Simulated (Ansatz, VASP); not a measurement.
**SnSe in VASP and in Ansatz**

```
Sn Se
1.0
     0.00000    3.02993    3.02993
     3.02993    0.00000    3.02993
     3.02993    3.02993    0.00000
Sn Se
1 1
Direct
  0.00000 0.00000 0.00000
  0.50000 0.50000 0.50000
```

Alike in both runs: task single point; functional RPBE; dispersion D4; k mesh 8 × 8 × 8; occupations fermi-dirac, width 0.05 eV; no spin polarisation.

|  | VASP | Ansatz |
| --- | --- | --- |
| version | VASP 6.6.1 | Ansatz 0.2.0 |
| potentials or method | VASP PAW PBE potentials, release 64 (Sn_d, Se) | Ansatz PAW |
| plane-wave cutoff (eV) | 520 | 420 |
| valence electrons in the cell | 20 | 30 |

|  | VASP | Ansatz | Ansatz less VASP |
| --- | --- | --- | --- |
| gap on the k mesh at the Fermi level (eV) | 0.45 | 0.45 | -0.001 |
| least direct gap on the mesh (eV) | 0.45 | 0.45 | -0.001 |
| pressure (GPa) | -1.7 | -1.7 | +0.01 |

VASP's potentials were made for PBE, not for RPBE. VASP's potentials hold 20 valence electrons a cell and Ansatz's 30, so a difference there can come from the potentials and not from the codes.
